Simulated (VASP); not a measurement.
# Re2SbRh2 (I4/mmm) in VASP: further runs, part 2 of 2

VASP 6.6.1. Earlier steps stand in the parts before.

## 3. Single point, PBE

This run uses another cell than the first one, of 17.34 Å³/atom.

File INCAR:

```
ALGO     = Normal         # electronic algorithm
EDIFF    = 1E-6           # SCF threshold, eV
ENCUT    = 620            # plane-wave cutoff, eV
GGA      = PE             # functional
GGA_COMPAT= False        
ISIF     = 2              # what is computed and relaxed
ISMEAR   = 0              # smearing method
LASPH    = True           # aspherical terms in the spheres
LCHARG   = True           # write CHGCAR
LELF     = True           # ELF
LREAL    = False          # projectors in reciprocal space
LVHAR    = True         
LWAVE    = False          # write WAVECAR
NBANDS   = 48             # bands
NELM     = 120            # most SCF steps
PREC     = Accurate       # precision mode
SIGMA    = 0.1            # smearing width, eV
```

File KPOINTS:

```
k-points
0
Gamma
  6 6 6
```

File POSCAR:

```
Re2SbRh2
1.0
   -1.7857208106      1.7857208106      6.7957295906
    1.7857208106     -1.7857208106      6.7957295906
    1.7857208106      1.7857208106     -6.7957295906
Re Sb Rh
2 1 2
Direct
    0.2500000000      0.7500000000      0.5000000000
    0.7500000000      0.2500000000      0.5000000000
    0.0000000000      0.0000000000      0.0000000000
    0.6019776623      0.6019776623      0.0000000000
    0.3980223377      0.3980223377      0.0000000000
```

Potentials or basis: VASP PAW PBE potentials, release 64 (Re_sv_GW, Sb_d_GW, Rh_sv_GW).

Launch:

```bash
cat potpaw_PBE.64/Re_sv_GW/POTCAR potpaw_PBE.64/Sb_d_GW/POTCAR potpaw_PBE.64/Rh_sv_GW/POTCAR > POTCAR
mpirun -np 1 vasp_std > vasp.out
```

OUTCAR:

```text
EDIFF = 1E-6
   ENCUT = 620
   GGA = PE
   ISIF = 2
   ISMEAR = 0
   LASPH = True
   LREAL = False
   NELM = 120
   PREC = Accurate

 ion  position               nearest neighbor table
   1  0.250  0.750  0.500-   2 2.53   2 2.53   2 2.53   2 2.53   4 2.69   5 2.69   4 2.69   5 2.69

   2  0.750  0.250  0.500-   1 2.53   1 2.53   1 2.53   1 2.53   5 2.69   4 2.69   4 2.69   5 2.69

   3  0.000  0.000  0.000-   4 2.88   4 2.88   4 2.88   5 2.88   4 2.88   5 2.88   5 2.88   5 2.88

   4  0.602  0.602  0.000-   1 2.69   2 2.69   1 2.69   2 2.69   3 2.88   3 2.88   3 2.88   3 2.88

   5  0.398  0.398  0.000-   1 2.69   2 2.69   1 2.69   2 2.69   3 2.88   3 2.88   3 2.88   3 2.88

  LATTYP: Found a body centered tetragonal cell.
 ALAT       =     3.5714416212
 C/A-ratio  =     3.8055946653

  Lattice vectors:

 A1 = (  -1.7857208106,   1.7857208106,   6.7957295906)
 A2 = (   1.7857208106,  -1.7857208106,   6.7957295906)
 A3 = (   1.7857208106,   1.7857208106,  -6.7957295906)

Analysis of symmetry for initial positions (statically):
[... 179 lines left out ...]
 E-fermi :   9.8889     XC(G=0): -12.8250

 val. band max:        9.8827351755   @ k =   0.3333   0.1667   0.1667
 cond. band min:       9.9429872954   @ k =  -0.3333  -0.3333   0.1667
 fundamental gap:      0.0602521199
 Fermi energy:         9.8888804973

 k-point     1 :       0.0000    0.0000    0.0000
  band No.  band energies     occupation
      1     -70.6019      2.00000
      2     -70.3775      2.00000
      3     -68.6341      2.00000
      4     -68.6220      2.00000
      5     -36.7502      2.00000
      6     -36.6204      2.00000
[... 1213 lines left out ...]
     47      14.2855      0.00000
     48      15.3817      0.00000

 [... further k-points ...]

------------------------ aborting loop because EDIFF is reached ----------------------------------------

  FORCE on cell =-STRESS in cart. coord.  units (eV):
  Direction    XX          YY          ZZ          XY          YZ          ZX
  --------------------------------------------------------------------------------------
  -------------------------------------------------------------------------------------
  Total       -0.2766592     -0.2766592     -0.2741736      0.0000000      0.0000000      0.0000000
  in kB       -5.1136671     -5.1136671     -5.0677245      0.0000000      0.0000000      0.0000000
  external PRESSURE =      -5.0983529 kB  Pullay stress =       0.0000000 kB

 VOLUME and BASIS-vectors are now :
 -----------------------------------------------------------------------------
  energy-cutoff  :      620.00
  volume of cell :       86.68
      direct lattice vectors                 reciprocal lattice vectors
    -1.785720811  1.785720811  6.795729591     0.000000000  0.279998977  0.073575617
     1.785720811 -1.785720811  6.795729591     0.279998977  0.000000000  0.073575617
     1.785720811  1.785720811 -6.795729591     0.279998977  0.279998977  0.000000000

 POSITION                                       TOTAL-FORCE (eV/Angst)
 -----------------------------------------------------------------------------------
      1.78572      0.00000      3.39786        -0.000000     -0.000000     -0.000000
      0.00000      1.78572      3.39786        -0.000000     -0.000000     -0.000000
      0.00000      0.00000      0.00000        -0.000000     -0.000000     -0.000000
      0.00000      0.00000      8.18175         0.000000      0.000000      0.018550
      0.00000      0.00000      5.40970         0.000000      0.000000     -0.018550
 -----------------------------------------------------------------------------------
    total drift:                               -0.000000     -0.000000      0.000000

  FREE ENERGIE OF THE ION-ELECTRON SYSTEM (eV)
  ---------------------------------------------------
  free  energy   TOTEN  =       -43.8678363064 eV

  energy  without entropy=      -43.8486259466  energy(sigma->0) =      -43.85823113
```

OSZICAR:

```text
N       E                     dE             d eps       ncg     rms          rms(c)
DAV:   1     0.157398170645E+04    0.15740E+04   -0.44713E+04  4520   0.130E+04
DAV:   2     0.174591833906E+03   -0.13994E+04   -0.13423E+04  5392   0.254E+03
DAV:   3    -0.312552531334E+02   -0.20585E+03   -0.19699E+03  5608   0.501E+02
DAV:   4    -0.471956098915E+02   -0.15940E+02   -0.14941E+02  5584   0.108E+02
[... 10 lines left out ...]
DAV:  15    -0.438683769027E+02    0.13740E-02   -0.46392E-03  5224   0.999E-01    0.196E+00
DAV:  16    -0.438678852074E+02    0.49170E-03   -0.90518E-04  5440   0.295E-01    0.117E-01
DAV:  17    -0.438678375462E+02    0.47661E-04   -0.18610E-04  4184   0.116E-01    0.461E-02
DAV:  18    -0.438678369400E+02    0.60614E-06   -0.35452E-05  5016   0.442E-02    0.679E-02
DAV:  19    -0.438678363064E+02    0.63364E-06   -0.31953E-06  3056   0.215E-02
   1 F= -.43867836E+02 E0= -.43858231E+02  d E =-.192104E-01
```

stdout:

```text
POSCAR found type information on POSCAR ReSbRh
 POSCAR found :  3 types and       5 ions
 scaLAPACK will be used
 LDA part: xc-table for (Slater+PW92), standard interpolation
 POSCAR, INCAR and KPOINTS ok, starting setup
 FFT: planning ... GRIDC
 FFT: planning ... GRID_SOFT
 FFT: planning ... GRID
 WAVECAR not read
 entering main loop
```

Wall time 9.3 min (1 thread of Intel Xeon Platinum 8488C (Sapphire Rapids), shared host); peak memory 0.61 GiB.

What came out:

* Free energy: -43.8678 eV
* Pressure: -0.5 GPa
* Largest force: 0.019 eV/Å
* Band gap on the k mesh: zero (an odd number of electrons rules out a gap without spin polarisation)

Forces on the atoms (eV/Å):
```
Re   0.000  0.000  0.000
Re   0.000  0.000  0.000
Sb   0.000  0.000  0.000
Rh   0.000  0.000  0.019
Rh   0.000  0.000 -0.019
```

Levels at points of the mesh, in eV from the Fermi level:
```
           k point  band 36  band 37  band 38  band 39  band 40  band 41  band 42  band 43
(0.00, 0.00, 0.00)    -1.88    -1.77    -1.69    -0.37     2.01     2.01     2.05     2.99
(0.50, 0.00, 0.00)    -1.67    -1.36    -1.16    -1.02    -0.82    -0.13     0.12     0.25
(0.50, 0.50, 0.00)    -1.44    -1.10    -0.68    -0.01     0.35     0.38     1.03     1.37
(0.50, 0.50, 0.50)    -1.14    -0.54     0.20     0.20     1.11     1.11     1.73     1.82
```

Caveat: spin-orbit coupling is left out, which moves the levels of the heavy elements.

The gap in the log of VASP goes by the Fermi energy; the results here count the filled bands.